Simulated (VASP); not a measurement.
# NaHfO (P4/mmm) in VASP: further runs

NaHfO is run at these levels: PBE; tasks: single point, relaxation of cell and atoms.

All numbers are computed with VASP 6.6.1; they aren't measurements. Logs are shortened: lines on timing, memory, paths and dates and some standing lists are left out, and cuts for length are marked.

### Step 1. The cell of the first run

Symmetry: P4/mmm, No. 123, tetragonal system. Conventional cell: a = 3.621 Å, b = 3.621 Å, c = 3.673 Å, α = 90.00°, β = 90.00°, γ = 90.00°. Within 3.4 Å of Na (site symmetry 4/mmm) lie 4 O at 2.56 Å and 8 Hf at 3.15 Å. Hf (site symmetry 4/mmm) has 2 O at 1.84 Å within 2.4 Å. Within 2.4 Å of O (site symmetry 4/mmm) lie 2 Hf at 1.84 Å.

### Step 2. Single point, PBE

Contents of INCAR:

```
SYSTEM = NaHfO
PREC     = Accurate       ! precision mode
ENCUT    = 520            ! plane-wave cutoff, eV
EDIFF    = 1E-7           ! SCF threshold, eV
ISMEAR   = 0              ! smearing method
SIGMA    = 0.1            ! smearing width, eV
LREAL    = .FALSE.        ! projectors in reciprocal space
LASPH    = .TRUE.         ! aspherical terms in the spheres
NELM     = 80             ! most SCF steps
ALGO     = Normal         ! electronic algorithm
ISIF     = 2              ! what is computed and relaxed
LWAVE    = .FALSE.        ! write WAVECAR
LCHARG   = .FALSE.        ! write CHGCAR
GGA      = PE             ! functional
NBANDS   = 18             ! bands
```

Contents of KPOINTS:

```
Automatic mesh
0
G
  6 6 6
  0 0 0
```

Contents of POSCAR:

```
NaHfO
1.0
    3.6214668900      0.0000000000      0.0000000000
    0.0000000000      3.6214668900      0.0000000000
    0.0000000000      0.0000000000      3.6734156600
Na Hf O
1 1 1
Direct
    0.0000000000      0.0000000000      0.0000000000
    0.5000000000      0.5000000000      0.5000000000
    0.5000000000      0.5000000000      0.0000000000
```

Potentials or basis: VASP PAW PBE potentials, release 64 (Na_pv, Hf_pv, O).

Launch:

```sh
$ cat potpaw_PBE.64/Na_pv/POTCAR potpaw_PBE.64/Hf_pv/POTCAR potpaw_PBE.64/O/POTCAR > POTCAR
$ mpirun -np 1 vasp_std > vasp.out
```

OUTCAR:

```text
SYSTEM = NaHfO
   PREC = Accurate
   ENCUT = 520
   EDIFF = 1E-7
   ISMEAR = 0
   LREAL = .FALSE.
   LASPH = .TRUE.
   NELM = 80
   ISIF = 2
   GGA = PE

 ion  position               nearest neighbor table
   1  0.000  0.000  0.000-   2 3.15   2 3.15   2 3.15   2 3.15   2 3.15   2 3.15   2 3.15   2 3.15

   2  0.500  0.500  0.500-   3 1.84   3 1.84   1 3.15   1 3.15   1 3.15   1 3.15   1 3.15   1 3.15
                             1 3.15   1 3.15
   3  0.500  0.500  0.000-   2 1.84   2 1.84

  LATTYP: Found a simple tetragonal cell.
 ALAT       =     3.6214668900
 C/A-ratio  =     1.0143446762

  Lattice vectors:

 A1 = (   3.6214668900,   0.0000000000,   0.0000000000)
 A2 = (   0.0000000000,   3.6214668900,   0.0000000000)
 A3 = (   0.0000000000,   0.0000000000,   3.6734156600)

Analysis of symmetry for initial positions (statically):
=====================================================================
 Subroutine PRICEL returns:
 Original cell was already a primitive cell.

 Routine SETGRP: Setting up the symmetry group for a
 simple tetragonal supercell.

 Subroutine GETGRP returns: Found 16 space group operations
 (whereof 16 operations were pure point group operations)
 out of a pool of 16 trial point group operations.

The static configuration has the point symmetry D_4h.

Analysis of symmetry for dynamics (positions and initial velocities):
=====================================================================
 Subroutine PRICEL returns:
 Original cell was already a primitive cell.

 Routine SETGRP: Setting up the symmetry group for a
 simple tetragonal supercell.

 Subroutine GETGRP returns: Found 16 space group operations
 (whereof 16 operations were pure point group operations)
 out of a pool of 16 trial point group operations.

The dynamic configuration has the point symmetry D_4h.

 Subroutine INISYM returns: Found 16 space group operations
 (whereof 16 operations are pure point group operations),
 and found     1 'primitive' translations

----------------------------------------------------------------------------------------

                                     Primitive cell

  volume of cell :      48.1769

  direct lattice vectors                    reciprocal lattice vectors
     3.621466890  0.000000000  0.000000000     0.276131201  0.000000000  0.000000000
     0.000000000  3.621466890  0.000000000     0.000000000  0.276131201  0.000000000
     0.000000000  0.000000000  3.673415660     0.000000000  0.000000000  0.272226204

  length of vectors
     3.621466890  3.621466890  3.673415660     0.276131201  0.276131201  0.272226204

  position of ions in fractional coordinates (direct lattice)
     0.000000000  0.000000000  0.000000000
     0.500000000  0.500000000  0.500000000
     0.500000000  0.500000000  0.000000000

  ion indices of the primitive-cell ions
   primitive index   ion index
                 1           1
                 2           2
                 3           3

----------------------------------------------------------------------------------------

 KPOINTS: Automatic mesh

Automatic generation of k-mesh.
 Grid dimensions read from file:
 generate k-points for:    6    6    6

 Generating k-lattice:

  Cartesian coordinates                     Fractional coordinates (reciprocal lattice)
     0.046021867  0.000000000  0.000000000     0.166666667  0.000000000  0.000000000
     0.000000000  0.046021867  0.000000000     0.000000000  0.166666667  0.000000000
     0.000000000  0.000000000  0.045371034     0.000000000  0.000000000  0.166666667

  Length of vectors
     0.046021867  0.046021867  0.045371034

  Shift w.r.t. Gamma in fractional coordinates (k-lattice)
     0.000000000  0.000000000  0.000000000

 Subroutine IBZKPT returns following result:
 ===========================================

 Found     40 irreducible k-points:

 Following reciprocal coordinates:
            Coordinates               Weight
  0.000000  0.000000  0.000000      1.000000
  0.166667  0.000000  0.000000      4.000000
  0.333333  0.000000  0.000000      4.000000
  0.500000  0.000000  0.000000      2.000000
  0.166667  0.166667  0.000000      4.000000
  0.333333  0.166667  0.000000      8.000000
[... 16 lines left out ...]
  0.333333  0.000000  0.333333      8.000000
  0.500000  0.000000  0.333333      4.000000
 [... further k-points ...]
   k-points           NKPTS =     40   k-points in BZ     NKDIM =     40   number of bands    NBANDS=     18
   number of dos      NEDOS =    301   number of ions     NIONS =      3
   total plane-waves  NPLWV =  21952
   dimension x,y,z NGX =    28 NGY =   28 NGZ =   28
   dimension x,y,z NGXF=    56 NGYF=   56 NGZF=   56
   ions per type =               1   1   1
   NGX,Y,Z   is equivalent  to a cutoff of  12.85, 12.85, 12.67 a.u.
   NGXF,Y,Z  is equivalent  to a cutoff of  25.71, 25.71, 25.34 a.u.
 SYSTEM =  NaHfO
   PREC   = accura    normal or accurate (medium, high low for compatibility)
   ISTART =      0    job   : 0-new  1-cont  2-samecut
   ICHARG =      2    charge: 1-file 2-atom 10-const
   ISPIN  =      1    spin polarized calculation?
   LNONCOLLINEAR =      F non collinear calculations
   LSORBIT =      F    spin-orbit coupling
   LASPH  =      T    aspherical Exc in radial PAW
   ENCUT  =  520.0 eV  38.22 Ry    6.18 a.u.   6.73  6.73  6.83*2*pi/ulx,y,z
   NELM   =     80;   NELMIN=  2; NELMDL= -5     # of ELM steps
   EDIFF  = 0.1E-06   stopping-criterion for ELM
   LREAL  =      F    real-space projection
   EDIFFG = 0.1E-05   stopping-criterion for IOM
   NSW    =      0    number of steps for IOM
   IBRION =     -1    ionic relax: 0-MD 1-quasi-New 2-CG
   NFREE  =      0    steps in history (QN), initial steepest desc. (CG)
   ISIF   =      2    stress and relaxation
   ISYM   =      2    0-nonsym 1-usesym 2-fastsym
   POTIM  = 0.5000    time-step for ionic-motion
   TEBEG  =    0.0;   TEEND  =   0.0 temperature during run
   PSTRESS=    0.0 pullay stress
   NELECT =      23.0000    total number of electrons
   NUPDOWN=      -1.0000    fix difference up-down
   EMIN   =  10.00;   EMAX   =-10.00  energy-range for DOS
   EFERMI =   0.00;   METHOD = LEGACY
   ISMEAR =     0;   SIGMA  =   0.10  broadening in eV -4-tet -1-fermi 0-gaus
   EFERMI_NEDOS =   21; number of points for ismear=-14 and -15
   IALGO  =     38    algorithm
   IMIX   =      4    mixing-type and parameters
     AMIX     =   0.40;   BMIX     =  1.00
     AMIX_MAG =   1.60;   BMIX_MAG =  1.00
  volume/ion in A,a.u.               =      16.06       108.37
  Fermi-wavevector in a.u.,A,eV,Ry     =   1.279492  2.417890 22.274112  1.637101
  Thomas-Fermi vector in A             =   2.411975
   LORBIT       =      0    0 simple, 1 ext, 2 COOP (PROOUT), +10 PAW based schemes
   GGA     = PE    functional components
   LHFCALC =     F    Hartree Fock is set to
   AEXX    =    0.0000 exact exchange contribution
   IVDW    =     0    specifies the selected vdW correction
   LEPSILON=     F    determine dielectric tensor
   LRPA    =     F    only Hartree local field effects (RPA)
 non-spin polarized calculation
 Gauss-broadening in eV      SIGMA  =   0.10
  energy-cutoff  :      520.00
  volume of cell :       48.18
 maximum number of plane-waves:      1328
 NGX is ok and might be reduce to    28
   NGX = 13   NGY = 13   NGZ = 13

 number of electron      23.0000021 magnetization

 Free energy of the ion-electron system (eV)
  ---------------------------------------------------
  ext. energy  EPLUGINS =         0.00000000
  ---------------------------------------------------
  free energy    TOTEN  =       -18.92591644 eV

  energy without entropy =      -18.91594883  energy(sigma->0) =      -18.92093264

 E-fermi :   4.4675     XC(G=0): -10.1779

 val. band max:        4.4573457724   @ k =   0.5000   0.0000   0.1667
 cond. band min:       4.4927200854   @ k =   0.1667   0.1667   0.5000
 fundamental gap:      0.0353743129
 Fermi energy:         4.4674637334

 k-point     1 :       0.0000    0.0000    0.0000
  band No.  band energies     occupation
      1     -27.2310      2.00000
      2     -26.5043      2.00000
      3     -26.5043      2.00000
      4     -20.0106      2.00000
      5     -20.0106      2.00000
      6     -19.9439      2.00000
[... 10 lines left out ...]
     17      11.6302      0.00000
     18      12.9595      0.00000

 k-point     2 :       0.1667    0.0000    0.0000
  band No.  band energies     occupation
      1     -27.2284      2.00000
      2     -26.5321      2.00000
      3     -26.5017      2.00000
      4     -20.0304      2.00000
      5     -20.0102      2.00000
      6     -19.9440      2.00000
[... 10 lines left out ...]
     17      12.0588      0.00000
     18      12.0781      0.00000

 k-point     3 :       0.3333    0.0000    0.0000
  band No.  band energies     occupation
      1     -27.2232      2.00000
      2     -26.5874      2.00000
      3     -26.4965      2.00000
      4     -20.0688      2.00000
      5     -20.0092      2.00000
      6     -19.9442      2.00000
[... 10 lines left out ...]
     17      12.7751      0.00000
     18      13.2673      0.00000

 k-point     4 :       0.5000    0.0000    0.0000
  band No.  band energies     occupation
      1     -27.2206      2.00000
      2     -26.6147      2.00000
      3     -26.4939      2.00000
      4     -20.0876      2.00000
      5     -20.0088      2.00000
      6     -19.9443      2.00000
[... 10 lines left out ...]
     17      13.1869      0.00000
     18      13.3610      0.00000

 k-point     5 :       0.1667    0.1667    0.0000
  band No.  band energies     occupation
      1     -27.2258      2.00000
      2     -26.5297      2.00000
      3     -26.5295      2.00000
      4     -20.0358      2.00000
      5     -20.0177      2.00000
      6     -19.9438      2.00000
[... 10 lines left out ...]
     17      12.4311      0.00000
     18      12.5370      0.00000

 k-point     6 :       0.3333    0.1667    0.0000
  band No.  band energies     occupation
      1     -27.2208      2.00000
      2     -26.5850      2.00000
      3     -26.5246      2.00000
      4     -20.0613      2.00000
      5     -20.0179      2.00000
      6     -19.9435      2.00000
[... 10 lines left out ...]
     17      12.7644      0.00000
     18      13.5748      0.00000

 k-point     7 :       0.5000    0.1667    0.0000
  band No.  band energies     occupation
      1     -27.2183      2.00000
      2     -26.6125      2.00000
      3     -26.5221      2.00000
      4     -20.0754      2.00000
      5     -20.0163      2.00000
      6     -19.9434      2.00000
[... 10 lines left out ...]
     17      13.1431      0.00000
     18      13.6275      0.00000

 k-point     8 :       0.3333    0.3333    0.0000
  band No.  band energies     occupation
      1     -27.2161      2.00000
      2     -26.5805      2.00000
      3     -26.5802      2.00000
      4     -20.0495      2.00000
      5     -20.0318      2.00000
      6     -19.9422      2.00000
[... 10 lines left out ...]
     17      10.9378      0.00000
     18      13.8592      0.00000
[... 229 lines left out ...]
     17      11.5199      0.00000
     18      13.0063      0.00000

 k-point    20 :       0.5000    0.5000    0.1667
  band No.  band energies     occupation
      1     -27.3693      2.00000
      2     -26.5988      2.00000
      3     -26.5988      2.00000
      4     -20.0400      2.00000
      5     -20.0400      2.00000
      6     -19.9477      2.00000
[... 10 lines left out ...]
     17       8.7682      0.00000
     18      12.5084      0.00000

 k-point    21 :       0.0000    0.0000    0.3333
  band No.  band energies     occupation
      1     -27.6852      2.00000
      2     -26.4864      2.00000
      3     -26.4864      2.00000
      4     -20.0117      2.00000
      5     -20.0117      2.00000
      6     -19.9692      2.00000
[... 10 lines left out ...]
     17      11.4909      0.00000
     18      13.0576      0.00000

 k-point    22 :       0.1667    0.0000    0.3333
  band No.  band energies     occupation
      1     -27.6827      2.00000
      2     -26.5144      2.00000
      3     -26.4841      2.00000
      4     -20.0221      2.00000
      5     -20.0104      2.00000
      6     -19.9668      2.00000
[... 10 lines left out ...]
     17      11.2206      0.00000
     18      12.2071      0.00000

 k-point    23 :       0.3333    0.0000    0.3333
  band No.  band energies     occupation
      1     -27.6774      2.00000
      2     -26.5699      2.00000
      3     -26.4794      2.00000
      4     -20.0423      2.00000
      5     -20.0078      2.00000
      6     -19.9625      2.00000
[... 10 lines left out ...]
     17       9.4440      0.00000
     18      13.0199      0.00000

 k-point    24 :       0.5000    0.0000    0.3333
  band No.  band energies     occupation
      1     -27.6749      2.00000
      2     -26.5975      2.00000
      3     -26.4770      2.00000
      4     -20.0522      2.00000
      5     -20.0065      2.00000
      6     -19.9605      2.00000
[... 10 lines left out ...]
     17       9.4951      0.00000
     18      13.2003      0.00000

 [... further k-points ...]
[... 5 lines left out ...]
  --------------------------------------------------------------------------------------
  -------------------------------------------------------------------------------------
  Total        0.8681170      0.8681170     26.0803263      0.0000000     -0.0000000      0.0000000
  in kB       28.8701958     28.8701958    867.3302480      0.0000000     -0.0000000      0.0000000
  external PRESSURE =     308.3568799 kB  Pullay stress =       0.0000000 kB

 VOLUME and BASIS-vectors are now :
 -----------------------------------------------------------------------------
  energy-cutoff  :      520.00
  volume of cell :       48.18
      direct lattice vectors                 reciprocal lattice vectors
     3.621466890  0.000000000  0.000000000     0.276131201  0.000000000  0.000000000
     0.000000000  3.621466890  0.000000000     0.000000000  0.276131201  0.000000000
     0.000000000  0.000000000  3.673415660     0.000000000  0.000000000  0.272226204

 POSITION                                       TOTAL-FORCE (eV/Angst)
 -----------------------------------------------------------------------------------
      0.00000      0.00000      0.00000         0.000000      0.000000      0.000000
      1.81073      1.81073      1.83671         0.000000      0.000000      0.000000
      1.81073      1.81073      0.00000         0.000000      0.000000      0.000000
 -----------------------------------------------------------------------------------
    total drift:                                0.000000      0.000000      0.000000

  FREE ENERGIE OF THE ION-ELECTRON SYSTEM (eV)
  ---------------------------------------------------
  free  energy   TOTEN  =       -18.9259164424 eV

  energy  without entropy=      -18.9159488338  energy(sigma->0) =      -18.92093264
```

It took 14 s on 1 thread of AMD EPYC 9R45 (Zen 5), shared host; peak memory 0.15 GiB.

Results:

```yaml
Free_energy: -18.9259 eV
Pressure: 30.8 GPa
```

Caveat: spin-orbit coupling is left out, which moves the levels of the heavy elements; an odd number of electrons without spin polarisation forces a metal; a magnetic or distorted state may lie lower.

### Step 3. Single point, PBE

This run uses another cell than the first one, of 16.78 Å³/atom, 1.045 times its volume.

Contents of INCAR:

```
SYSTEM = NaHfO
  ALGO = Normal
  EDIFF = 1E-6
  ENCUT = 520
  GGA = PE
  ISIF = 2
  ISMEAR = 0
  LASPH = .TRUE.
  LCHARG = .FALSE.
  LREAL = .FALSE.
  LWAVE = .FALSE.
  NBANDS = 18
  NELM = 100
  PREC = Accurate
  SIGMA = 0.1
```

Contents of KPOINTS:

```
k-points
0
G
  6 6 6
  0 0 0
```

Contents of POSCAR:

```
NaHfO
1.0
    3.4834407258      0.0000000000      0.0000000000
    0.0000000000      3.4834407258      0.0000000000
    0.0000000000      0.0000000000      4.1495640103
Na Hf O
1 1 1
Direct
    0.0000000000      0.0000000000      0.0000000000
    0.5000000000      0.5000000000      0.5000000000
    0.5000000000      0.5000000000      0.0000000000
```

Potentials or basis: VASP PAW PBE potentials, release 64 (Na_pv, Hf_pv, O).

Launch:

```sh
$ cat potpaw_PBE.64/Na_pv/POTCAR potpaw_PBE.64/Hf_pv/POTCAR potpaw_PBE.64/O/POTCAR > POTCAR
$ mpirun -np 1 vasp_std > vasp.out
```

Run time: 14 s. Hardware: 1 thread of AMD EPYC 9R45 (Zen 5), shared host; peak memory 0.16 GiB.

The run converged. Its results:

- Free energy: -20.2175 eV
- Pressure: -0.6 GPa

Stress tensor (GPa, compression positive):
```
-0.12  0.00  0.00
 0.00 -0.12  0.00
 0.00  0.00 -1.62
```

Levels at points of the mesh, in eV from the Fermi level:
| k point | band 10 | band 11 | band 12 | band 13 | band 14 | band 15 |
| --- | --- | --- | --- | --- | --- | --- |
| (0.00, 0.00, 0.00) | -4.24 | -4.24 | -1.01 | 2.12 | 2.12 | 3.21 |
| (0.50, 0.00, 0.00) | -4.24 | -2.08 | -0.06 | 0.51 | 1.52 | 2.41 |
| (0.50, 0.50, 0.00) | -4.21 | -1.90 | 0.33 | 0.33 | 3.59 | 3.59 |
| (0.00, 0.00, 0.50) | -4.86 | -3.86 | -0.73 | 1.36 | 3.30 | 4.07 |
| (0.50, 0.00, 0.50) | -4.85 | -1.76 | 0.13 | 1.58 | 2.32 | 4.26 |
| (0.50, 0.50, 0.50) | -5.89 | -1.44 | 2.86 | 2.86 | 2.86 | 2.86 |

Caveat: spin-orbit coupling is left out, which moves the levels of the heavy elements; an odd number of electrons without spin polarisation forces a metal; a magnetic or distorted state may lie lower.

(Continued in part 2 of 2.)
